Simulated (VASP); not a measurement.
# ZnSe (F-43m) in VASP: band structure with HSEsol

Aim: the band structure of ZnSe with HSEsol.

Program: VASP 6.6.1. These are calculated values, not measurements. Logs are shortened: lines on timing, memory, paths and dates and some standing lists are left out, and cuts for length are marked.

**1. The cell of the first run**

Symmetry: F-43m, No. 216, cubic system. The conventional cell has a = 5.668 Å, b = 5.668 Å, c = 5.668 Å, α = 90.00°, β = 90.00°, γ = 90.00°. Se (site symmetry -43m) has 4 Zn at 2.45 Å within 3.2 Å. Zn (site symmetry -43m) has 4 Se at 2.45 Å within 3.2 Å.

**2. Band structure, HSEsol**

Input file POSCAR:

```
ZnSe
1.0
    0.0000000000      2.8338000000      2.8338000000
    2.8338000000      0.0000000000      2.8338000000
    2.8338000000      2.8338000000      0.0000000000
Se Zn
1 1
Direct
    0.7500000000      0.7500000000      0.7500000000
    0.0000000000      0.0000000000      0.0000000000
```

Input file INCAR.step1:

```
ISMEAR = 0
SIGMA = 0.03
LWAVE = T
LCHARG = F
NBANDS = 21
PREC = Accurate
LASPH = T
LREAL = F
ALGO = Normal
EDIFF = 1E-6
NELM = 120
GGA_COMPAT = F
ENCUT = 320
EFERMI = MIDGAP
GGA = PE
```

Input file INCAR.step2:

```
GGA = PS
LHFCALC = T
HFSCREEN = 0.2
ISMEAR = 0
SIGMA = 0.03
LWAVE = F
LCHARG = F
NBANDS = 21
PREC = Accurate
LASPH = T
LREAL = F
ALGO = Normal
EDIFF = 1E-6
NELM = 120
GGA_COMPAT = F
ENCUT = 320
EFERMI = MIDGAP
PRECFOCK = Fast
ISTART = 1
```

Input file KPOINTS:

```
Automatic mesh
0
Gamma
  4 4 4
  0 0 0
```

Input file KPOINTS_OPT:

```
path GXWKGLUWLK,UX
6
line-mode
reciprocal
 0.0000000000  0.0000000000  0.0000000000  G
 0.5000000000  0.0000000000  0.5000000000  X

 0.5000000000  0.0000000000  0.5000000000  X
 0.5000000000  0.2500000000  0.7500000000  W

 0.5000000000  0.2500000000  0.7500000000  W
 0.3750000000  0.3750000000  0.7500000000  K

 0.3750000000  0.3750000000  0.7500000000  K
 0.0000000000  0.0000000000  0.0000000000  G

 0.0000000000  0.0000000000  0.0000000000  G
 0.5000000000  0.5000000000  0.5000000000  L

 0.5000000000  0.5000000000  0.5000000000  L
 0.6250000000  0.2500000000  0.6250000000  U

 0.6250000000  0.2500000000  0.6250000000  U
 0.5000000000  0.2500000000  0.7500000000  W

 0.5000000000  0.2500000000  0.7500000000  W
 0.5000000000  0.5000000000  0.5000000000  L

 0.5000000000  0.5000000000  0.5000000000  L
 0.3750000000  0.3750000000  0.7500000000  K

 0.6250000000  0.2500000000  0.6250000000  U
 0.5000000000  0.0000000000  0.5000000000  X
```

Potentials or basis: VASP PAW PBE potentials, release 64 (Se, Zn).

Launch:

```sh
cat potpaw_PBE.64/Se/POTCAR potpaw_PBE.64/Zn/POTCAR > POTCAR
cp INCAR.step1 INCAR
mpirun -np 1 vasp_std > vasp.out
cp INCAR.step2 INCAR
mpirun -np 1 vasp_std > vasp.out
```

OUTCAR:

```text
GGA = PS
   LHFCALC = T
   HFSCREEN = 0.2
   ISMEAR = 0
   PREC = Accurate
   LASPH = T
   LREAL = F
   EDIFF = 1E-6
   NELM = 120
   ENCUT = 320
   EFERMI = MIDGAP
   PRECFOCK = Fast
   ISTART = 1

 Found      8 irreducible k-points:

 Following reciprocal coordinates:
            Coordinates               Weight
  0.000000  0.000000  0.000000      1.000000
  0.250000  0.000000  0.000000      8.000000
  0.500000  0.000000  0.000000      4.000000
  0.250000  0.250000  0.000000      6.000000
  0.500000  0.250000  0.000000     24.000000
 -0.250000  0.250000  0.000000     12.000000
   k-points           NKPTS =      8   k-points in BZ     NKDIM =     64   number of bands    NBANDS=     21
   number of dos      NEDOS =    301   number of ions     NIONS =      2
   total plane-waves  NPLWV =  13824
   dimension x,y,z NGX =    24 NGY =   24 NGZ =   24
   dimension x,y,z NGXF=    48 NGYF=   48 NGZF=   48
   ions per type =               1   1
   NGX,Y,Z   is equivalent  to a cutoff of   9.96,  9.96,  9.96 a.u.
   NGXF,Y,Z  is equivalent  to a cutoff of  19.91, 19.91, 19.91 a.u.
 SYSTEM =  unknown system
   PREC   = accura    normal or accurate (medium, high low for compatibility)
   ISTART =      1    job   : 0-new  1-cont  2-samecut
   ICHARG =      0    charge: 1-file 2-atom 10-const
   ISPIN  =      1    spin polarized calculation?
   LNONCOLLINEAR =      F non collinear calculations
   LSORBIT =      F    spin-orbit coupling
   LASPH  =      T    aspherical Exc in radial PAW
   ENCUT  =  320.0 eV  23.52 Ry    4.85 a.u.   5.85  5.85  5.85*2*pi/ulx,y,z
   NELM   =    120;   NELMIN=  2; NELMDL=  0     # of ELM steps
   EDIFF  = 0.1E-05   stopping-criterion for ELM
   LREAL  =      F    real-space projection
   EDIFFG = 0.1E-04   stopping-criterion for IOM
   NSW    =      0    number of steps for IOM
   IBRION =     -1    ionic relax: 0-MD 1-quasi-New 2-CG
   NFREE  =      0    steps in history (QN), initial steepest desc. (CG)
   ISIF   =      0    stress and relaxation
   ISYM   =      3    0-nonsym 1-usesym 2-fastsym
   POTIM  = 0.5000    time-step for ionic-motion
   TEBEG  =    0.0;   TEEND  =   0.0 temperature during run

   SCALEE = 1.0000    scale energy and forces
   PSTRESS=    0.0 pullay stress
   NELECT =      18.0000    total number of electrons
   NUPDOWN=      -1.0000    fix difference up-down
   EMIN   =  10.00;   EMAX   =-10.00  energy-range for DOS
   EFERMI =   0.00;   METHOD = MIDGAP
   ISMEAR =     0;   SIGMA  =   0.03  broadening in eV -4-tet -1-fermi 0-gaus
   EFERMI_NEDOS =   21; number of points for ismear=-14 and -15
   IALGO  =     38    algorithm
   IMIX   =      1    mixing-type and parameters
     AMIX     =   0.40;   BMIX     =  1.00
     AMIX_MAG =   1.60;   BMIX_MAG =  1.00
  volume/ion in A,a.u.               =      22.76       153.57
  Fermi-wavevector in a.u.,A,eV,Ry     =   1.201673  2.270834 19.647073  1.444019
  Thomas-Fermi vector in A             =   2.337476
   LORBIT       =      0    0 simple, 1 ext, 2 COOP (PROOUT), +10 PAW based schemes
   GGA     = PS    functional components
   LHFCALC =     T    Hartree Fock is set to
   PRECFOCK=fast      Normal, Fast or Accurate (Low or Medium for compatibility)
   ENCUT4O =  -1.0   cutoff for four orbital integrals eV
   NKREDX  =     1    reduce k-point grid by
   NKREDY  =     1    reduce k-point grid by
   NKREDZ  =     1    reduce k-point grid by
   AEXX    =    0.2500 exact exchange contribution
   HFSCREEN=    0.2000 screening length (either q_TF or 0.3 A-1)
   HFSCREENC=   0.2000 screening length for correlation (either q_TF or 0.3 A-1)
   ENCUTFOCK=  -1.0 apply spherical cutoff to Coloumb kernel
   IVDW    =     0    specifies the selected vdW correction
   LEPSILON=     F    determine dielectric tensor
   LRPA    =     F    only Hartree local field effects (RPA)

   CSHIFT  =0.1000    complex shift for real part using Kramers Kronig

   OMEGAMAX=  -1.0    maximum frequency
 non-spin polarized calculation
 Gauss-broadening in eV      SIGMA  =   0.03
  energy-cutoff  :      320.00
  volume of cell :       45.51
 maximum number of plane-waves:       609
  NGX = 14; NGY = 14; NGZ = 14

 number of electron      17.9999993 magnetization

 Free energy of the ion-electron system (eV)
  ---------------------------------------------------
  ext. energy  EPLUGINS =         0.00000000
  ---------------------------------------------------
  free energy    TOTEN  =        -7.88300634 eV

  energy without entropy =       -7.88300634  energy(sigma->0) =       -7.88300634

  exchange ACFDT corr.  =         0.00000000  see jH, gK, PRB 81, 115126

 E-fermi :   2.0258     XC(G=0):  -7.8695

 val. band max:        0.8760604704   @ k =   0.0000   0.0000   0.0000
 cond. band min:       3.1755825758   @ k =   0.0000   0.0000   0.0000
 fundamental gap:      2.2995221054
 Fermi energy:         2.0258215231

 k-point     1 :       0.0000    0.0000    0.0000
  band No.  band energies     occupation
      1     -13.5295      2.00000
      2      -7.3181      2.00000
      3      -7.3180      2.00000
      4      -7.3180      2.00000
      5      -6.9872      2.00000
      6      -6.9872      2.00000
      7       0.8761      2.00000
      8       0.8761      2.00000
      9       0.8761      2.00000
     10       3.1756      0.00000
     11       7.7662      0.00000
     12       7.7662      0.00000
     13       7.7662      0.00000
     14      12.0155      0.00000
     15      13.5829      0.00000
     16      13.5829      0.00000
     17      15.0719      0.00000
     18      15.0719      0.00000
     19      15.0719      0.00000
     20      17.6631      0.00000
     21      28.8332      0.00000

 k-point     2 :       0.2500    0.0000    0.0000
  band No.  band energies     occupation
      1     -13.1294      2.00000
      2      -7.2715      2.00000
      3      -7.2714      2.00000
      4      -7.2092      2.00000
      5      -6.9877      2.00000
      6      -6.9877      2.00000
      7      -2.3914      2.00000
      8       0.3721      2.00000
      9       0.3721      2.00000
     10       4.6657      0.00000
     11       8.4276      0.00000
     12       8.4276      0.00000
     13       8.5342      0.00000
     14      12.4576      0.00000
     15      12.4576      0.00000
     16      12.6490      0.00000
     17      16.1802      0.00000
     18      19.2817      0.00000
     19      19.2817      0.00000
     20      21.9087      0.00000
     21      22.4291      0.00000

 k-point     3 :       0.5000    0.0000    0.0000
  band No.  band energies     occupation
      1     -12.6607      2.00000
      2      -7.2371      2.00000
      3      -7.2371      2.00000
      4      -6.9731      2.00000
      5      -6.9731      2.00000
      6      -6.8025      2.00000
      7      -4.7172      2.00000
      8      -0.0459      2.00000
      9      -0.0459      2.00000
     10       4.4380      0.00000
     11       8.3164      0.00000
     12       8.3164      0.00000
     13      10.4845      0.00000
     14      13.0905      0.00000
     15      15.3619      0.00000
     16      15.3619      0.00000
     17      16.5721      0.00000
     18      16.7700      0.00000
     19      16.7700      0.00000
     20      23.1266      0.00000
     21      25.6569      0.00000

 k-point     4 :       0.2500    0.2500    0.0000
  band No.  band energies     occupation
      1     -12.9955      2.00000
      2      -7.2630      2.00000
      3      -7.2173      2.00000
      4      -7.2172      2.00000
      5      -7.0059      2.00000
      6      -6.9659      2.00000
      7      -2.1984      2.00000
      8      -0.4563      2.00000
      9      -0.4563      2.00000
     10       5.7550      0.00000
     11       5.9436      0.00000
     12      10.1361      0.00000
     13      10.1361      0.00000
     14      10.1527      0.00000
     15      14.5023      0.00000
     16      16.0327      0.00000
     17      17.3459      0.00000
     18      17.3459      0.00000
     19      17.5638      0.00000
     20      21.7235      0.00000
     21      21.7235      0.00000

 k-point     5 :       0.5000    0.2500    0.0000
  band No.  band energies     occupation
      1     -12.5248      2.00000
      2      -7.2133      2.00000
      3      -7.1653      2.00000
      4      -7.0619      2.00000
      5      -6.9644      2.00000
      6      -6.7931      2.00000
      7      -4.0800      2.00000
      8      -1.7367      2.00000
      9      -0.8200      2.00000
     10       5.5741      0.00000
     11       7.5811      0.00000
     12       9.4737      0.00000
     13      10.4166      0.00000
     14      13.2154      0.00000
     15      15.5344      0.00000
     16      16.3143      0.00000
     17      16.6215      0.00000
     18      17.5577      0.00000
     19      21.4171      0.00000
     20      21.9815      0.00000
     21      22.2460      0.00000

 k-point     6 :      -0.2500    0.2500    0.0000
  band No.  band energies     occupation
      1     -12.6824      2.00000
      2      -7.2202      2.00000
      3      -7.2117      2.00000
      4      -7.0327      2.00000
      5      -6.9989      2.00000
      6      -6.9006      2.00000
      7      -3.5970      2.00000
      8      -1.8463      2.00000
      9      -0.0882      2.00000
     10       6.1342      0.00000
     11       8.2924      0.00000
     12       8.7305      0.00000
     13       9.3796      0.00000
     14      11.8250      0.00000
     15      14.2178      0.00000
     16      16.3443      0.00000
     17      16.7474      0.00000
     18      17.4322      0.00000
     19      21.5732      0.00000
     20      21.8493      0.00000
     21      22.6648      0.00000

 [... further k-points ...]

------------------------ aborting loop because EDIFF is reached ----------------------------------------

 VOLUME and BASIS-vectors are now :
 -----------------------------------------------------------------------------
  energy-cutoff  :      320.00
  volume of cell :       45.51
      direct lattice vectors                 reciprocal lattice vectors
     0.000000000  2.833800000  2.833800000    -0.176441527  0.176441527  0.176441527
     2.833800000  0.000000000  2.833800000     0.176441527 -0.176441527  0.176441527
     2.833800000  2.833800000  0.000000000     0.176441527  0.176441527 -0.176441527

 POSITION                                       TOTAL-FORCE (eV/Angst)
 -----------------------------------------------------------------------------------
      4.25070      4.25070      4.25070        -0.000000      0.000000     -0.000000
      0.00000      0.00000      0.00000         0.000000     -0.000000      0.000000
 -----------------------------------------------------------------------------------
    total drift:                               -0.000098     -0.000067     -0.000059

  FREE ENERGIE OF THE ION-ELECTRON SYSTEM (eV)
  ---------------------------------------------------
  free  energy   TOTEN  =        -7.8830063440 eV

  energy  without entropy=       -7.8830063440  energy(sigma->0) =       -7.88300634
```

Wall time 11 min (1 thread of Intel Xeon Platinum 8259CL at 2.50GHz (Skylake/Cascade Lake), shared host); peak memory 0.24 GiB.

What came out:

```
Free energy             : -7.8830 eV
Band gap on the k mesh  : 2.30 eV
Band gap along the path : 2.30 eV
```

Levels at the corners of the path, in eV from the valence-band top:
```csv
point,band 6,band 7,band 8,band 9,band 10,band 11,band 12,band 13
Γ,-7.86,0.00,0.00,0.00,2.30,6.89,6.89,6.89
X,-7.63,-5.18,-2.33,-2.33,3.74,4.43,12.08,12.74
X,-7.63,-5.18,-2.33,-2.33,3.74,4.43,12.08,12.74
W,-7.52,-4.97,-3.03,-2.81,6.35,6.85,8.12,8.68
W,-7.52,-4.97,-3.03,-2.81,6.35,6.85,8.12,8.68
K,-7.56,-5.03,-3.34,-1.91,4.47,6.70,10.20,10.57
K,-7.56,-5.03,-3.34,-1.91,4.47,6.70,10.20,10.57
Γ,-7.86,0.00,0.00,0.00,2.30,6.89,6.89,6.89
Γ,-7.86,0.00,0.00,0.00,2.30,6.89,6.89,6.89
L,-7.68,-5.59,-0.92,-0.92,3.56,7.44,7.44,9.61
L,-7.68,-5.59,-0.92,-0.92,3.56,7.44,7.44,9.61
U,-7.56,-5.03,-3.34,-1.91,4.47,6.70,10.20,10.57
U,-7.56,-5.03,-3.34,-1.91,4.47,6.70,10.20,10.57
W,-7.52,-4.97,-3.03,-2.81,6.35,6.85,8.12,8.68
W,-7.52,-4.97,-3.03,-2.81,6.35,6.85,8.12,8.68
L,-7.68,-5.59,-0.92,-0.92,3.56,7.44,7.44,9.61
L,-7.68,-5.59,-0.92,-0.92,3.56,7.44,7.44,9.61
K,-7.56,-5.03,-3.34,-1.91,4.47,6.70,10.20,10.57
U,-7.56,-5.03,-3.34,-1.91,4.47,6.70,10.20,10.57
X,-7.63,-5.18,-2.33,-2.33,3.74,4.43,12.08,12.74
```

Caveat: the k points lie up to 0.48 Å⁻¹ apart.
